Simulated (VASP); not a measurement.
Crystal: Ga.

```xyz
1
Lattice="-1.4116 1.4116 2.3566 1.4116 -1.4116 2.3566 1.4116 1.4116 -2.3566" Properties=species:S:1:pos:R:3 pbc="T T T"
Ga    0.0000    0.0000    0.0000
```

Base run:

| Item | Value |
| --- | --- |
| Program | VASP 6.6.1 |
| Functional | r2SCAN |
| Potentials or basis | VASP PAW PBE potentials, release 64 (Ga_d) |
| Cutoff | 520 eV |
| k mesh | 13 × 13 × 13 |
| Occupations | fermi-dirac, width 0.05 eV |
| Spin | no spin polarisation |

Its results: pressure -2.9 GPa.

Q: The run is repeated on the same cell with these changes: functional from r2SCAN to PBE. What comes out?

A: Pressure 0.2 GPa.

Caveats: the PAW data sets were made with another functional, which shifts forces and pressure a little (some runs).
